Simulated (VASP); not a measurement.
# HPbNO4 (P1) in VASP: settings compared, part 2 of 2

VASP 6.6.1.

## Step 4: Single point, PBE (atoms moved at random)

Input file INCAR:

```
SYSTEM = HPbNO4
PREC = Accurate
ENCUT = 520
EDIFF = 1E-6
ISMEAR = -1
SIGMA = 0.05
LREAL = .FALSE.
LASPH = .TRUE.
NELM = 100
ALGO = Normal
ISIF = 2
LWAVE = .FALSE.
LCHARG = .TRUE.
GGA = PE
LELF = .TRUE.
LVHAR = .TRUE.
NBANDS = 31
```

Input file KPOINTS:

```
regular mesh
0
G
  7 5 5
  0 0 0
```

Input file POSCAR:

```
HPbNO4
1.0
    3.8540400000      0.1438400000      0.0901200000
   -0.2532000000      5.5269800000      0.1647100000
   -0.4819700000     -1.9272000000      5.7202500000
H Pb N O
1 1 1 4
Direct
    0.0941660000      0.6524940000      0.5500540000
    0.6052850000      0.5156420000      0.1550950000
    0.9282200000      0.9662930000      0.9587100000
    0.0164780000      0.1295810000      0.8776250000
    0.7097780000      0.0011380000      0.1286680000
    0.0078160000      0.7445390000      0.8696830000
    0.1047850000      0.5898850000      0.3744560000
```

Potentials or basis: VASP PAW PBE potentials, release 64 (H, Pb_d, N, O).

On the command line:

```sh
cat potpaw_PBE.64/H/POTCAR potpaw_PBE.64/Pb_d/POTCAR potpaw_PBE.64/N/POTCAR potpaw_PBE.64/O/POTCAR > POTCAR
mpirun -np 1 vasp_std > vasp.out
```

OUTCAR:

```text
SYSTEM = HPbNO4
   PREC = Accurate
   ENCUT = 520
   EDIFF = 1E-6
   ISMEAR = -1
   LREAL = .FALSE.
   LASPH = .TRUE.
   NELM = 100
   ISIF = 2
   GGA = PE

 ion  position               nearest neighbor table
   1  0.094  0.652  0.550-   7 1.02
   2  0.605  0.516  0.155-   7 2.23   7 2.39   5 2.77   5 2.84   4 2.88   6 2.93
   3  0.928  0.966  0.959-   4 1.20   6 1.24   5 1.35
   4  0.016  0.130  0.878-   3 1.20   2 2.88
   5  0.710  0.001  0.129-   3 1.35   2 2.77   2 2.84
[... 1031 lines left out ...]
  -------------------------------------------------------------------------------------
  Total       -0.2957516      4.7110194     -1.6949894     -0.5905622      0.6885346      1.2184676
  in kB       -3.8351818     61.0905161    -21.9799093     -7.6581620      8.9286271     15.8005750
  external PRESSURE =      11.7584750 kB  Pullay stress =       0.0000000 kB

 VOLUME and BASIS-vectors are now :
 -----------------------------------------------------------------------------
  energy-cutoff  :      520.00
  volume of cell :      123.55
      direct lattice vectors                 reciprocal lattice vectors
     3.854040000  0.143840000  0.090120000     0.258457951  0.011080161  0.025509840
    -0.253200000  5.526980000  0.164710000    -0.008065233  0.178786348  0.059555063
    -0.481970000 -1.927200000  5.720250000    -0.003839658 -0.005322572  0.172700798

 POSITION                                       TOTAL-FORCE (eV/Angst)
 -----------------------------------------------------------------------------------
     -0.06740      2.55980      3.26240         0.240486      0.015522     -1.407491
      2.12748      2.63811      1.02666        -0.228364      0.123893     -0.231372
      2.87066      3.62657      5.72687        -2.747969     -2.503743      1.412982
     -0.39229     -0.97280      5.04306         0.589997      3.254936     -0.200511
      2.67321     -0.13958      0.80017         1.266155      1.005829     -0.750579
     -0.57756      2.44012      5.09814         0.831373     -1.882213     -0.531925
      0.07401      2.55370      2.24859         0.048323     -0.014224      1.708895
 -----------------------------------------------------------------------------------
    total drift:                               -0.000599      0.000063      0.000965

  FREE ENERGIE OF THE ION-ELECTRON SYSTEM (eV)
  ---------------------------------------------------
  free  energy   TOTEN  =       -40.1263400259 eV

  energy  without entropy=      -40.1263400259  energy(sigma->0) =      -40.12634003
```

OSZICAR:

```text
N       E                     dE             d eps       ncg     rms          rms(c)
DAV:   1     0.452093833453E+03    0.45209E+03   -0.21206E+04  5456   0.139E+03
DAV:   2     0.122594686019E+02   -0.43983E+03   -0.40960E+03  6111   0.384E+02
DAV:   3    -0.429250497631E+02   -0.55185E+02   -0.54044E+02  6894   0.148E+02
DAV:   4    -0.449448263605E+02   -0.20198E+01   -0.20109E+01  6715   0.327E+01
DAV:   5    -0.450235042855E+02   -0.78678E-01   -0.78656E-01  7397   0.605E+00    0.148E+01
DAV:   6    -0.402533525605E+02    0.47702E+01   -0.17828E+01  8621   0.304E+01    0.595E+00
DAV:   7    -0.401711954489E+02    0.82157E-01   -0.17752E+00  5771   0.812E+00    0.353E+00
DAV:   8    -0.401345018075E+02    0.36694E-01   -0.40228E-01  7592   0.430E+00    0.107E+00
DAV:   9    -0.401242866537E+02    0.10215E-01   -0.54048E-02  8210   0.188E+00    0.401E-01
DAV:  10    -0.401260314589E+02   -0.17448E-02   -0.14346E-02  6612   0.725E-01    0.197E-01
DAV:  11    -0.401262439215E+02   -0.21246E-03   -0.21554E-03  7560   0.431E-01    0.596E-02
DAV:  12    -0.401263322381E+02   -0.88317E-04   -0.37503E-04  7121   0.136E-01    0.223E-02
DAV:  13    -0.401263406652E+02   -0.84271E-05   -0.51871E-05  6916   0.504E-02    0.941E-03
DAV:  14    -0.401263400259E+02    0.63921E-06   -0.91038E-06  7626   0.218E-02
   1 F= -.40126340E+02 E0= -.40126340E+02  d E =-.341364E-10
```

stdout:

```text
POSCAR found type information on POSCAR H PbN O
 POSCAR found :  4 types and       7 ions
 scaLAPACK will be used
 LDA part: xc-table for (Slater+PW92), standard interpolation
 POSCAR, INCAR and KPOINTS ok, starting setup
 FFT: planning ... GRIDC
 FFT: planning ... GRID_SOFT
 FFT: planning ... GRID
 WAVECAR not read
 entering main loop
```

Wall time 10 min (1 thread of Oxide Virtual Turin-like, shared host); peak memory 0.42 GiB.

What came out:

```
Free energy            : -40.1263 eV
Pressure               : 1.2 GPa
Largest force          : 3.977 eV/Å
Band gap on the k mesh : 3.21 eV (least direct gap 3.30 eV)
```

Forces on the atoms (eV/Å):
```
H    0.240  0.016 -1.407
Pb  -0.228  0.124 -0.231
N   -2.748 -2.504  1.413
O    0.590  3.255 -0.201
O    1.266  1.006 -0.751
O    0.831 -1.882 -0.532
O    0.048 -0.014  1.709
```

Levels at points of the mesh, in eV from the valence-band top:
| k point | band 18 | band 19 | band 20 | band 21 | band 22 | band 23 | band 24 | band 25 | band 26 | band 27 |
| --- | --- | --- | --- | --- | --- | --- | --- | --- | --- | --- |
| (0.00, 0.00, 0.00) | -1.91 | -1.84 | -1.45 | -0.75 | -0.37 | 3.48 | 4.33 | 5.94 | 6.04 | 7.84 |

Caveat: the cell differs from its parent crystal (atoms moved at random); the standard files for N, O and F lose accuracy on very short bonds; the stress differs along the axes, from -2 to 6 GPa; spin-orbit coupling is left out, which moves the levels of the heavy elements; forces of over 1 eV/Å act on the atoms, so gaps and moduli don't describe the material at rest.

## Step 5: Overview

```csv
level,cell,k mesh,gap on the mesh (eV),pressure (GPa),largest force (eV/Å)
PBE,"a = 3.858, b = 5.535, c = 6.055 Å, angles 106.6, 94.0, 90.4°, 7 atoms, atomic positions A",8 × 6 × 5,3.12,0.5,0.42
PBE+D3(BJ),"a = 3.824, b = 5.515, c = 5.823 Å, angles 106.4, 97.9, 90.2°, 7 atoms, atomic positions B",5 × 4 × 4,3.10,0.5,0.43
PBE,"a = 3.858, b = 5.535, c = 6.055 Å, angles 106.6, 94.0, 90.4°, 7 atoms, atomic positions C",7 × 5 × 5,3.21,1.2,3.98
```

Alike in all rows: task single point; potentials or basis VASP PAW PBE potentials, release 64 (H, Pb_d, N, O); no spin polarisation; cutoff (eV) 520; smearing fermi-dirac 0.05 eV.

Caveats: the standard files for N, O and F lose accuracy on very short bonds; spin-orbit coupling is left out, which moves the levels of the heavy elements; the stress differs along the axes, from -2 to 6 GPa (at least some runs); forces of over 1 eV/Å act on the atoms, so gaps and moduli don't describe the material at rest (at least some runs).

Total energies depend on the potentials used, so only differences within one code and one set of settings carry meaning.
